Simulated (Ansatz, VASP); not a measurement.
**Si2C in VASP and in Ansatz**

```
Si C
1.0
     4.12550    0.00000    0.00000
    -2.06275    3.57279    0.00000
     0.00000    0.00000    2.56379
Si C
2 1
Direct
  0.33333 0.66667 0.50000
  0.66667 0.33333 0.50000
  0.00000 0.00000 0.00000
```

Change from the starting cell: species swapped into the Li2Pd type (P6/mmm, No. 191).

Alike in both runs: functional PBE; k mesh 12 × 12 × 16; occupations gaussian, width 0.1 eV; no spin polarisation.

Ansatz relaxed the structure, and its values are those at the end. VASP's run is a single point on that final structure, the one shown.

```csv
,VASP,Ansatz
version,VASP 6.6.1,Ansatz 0.2.0
potentials or method,"VASP PAW PBE potentials, release 64 (Si, C), cutoff 520 eV","scalar-relativistic, plane waves, PAW"
valence electrons in the cell,12,12
```

VASP gave:

| Quantity | Value |
| --- | --- |
| gap on the k mesh at the Fermi level (eV) | none |
| pressure (GPa) | -0.1 |

Q: What did Ansatz give for the same quantities?

A: gap on the k mesh at the Fermi level (eV): none; pressure (GPa): 0.0.

A gap of «none» marks a metal or a gap that the smearing closes.
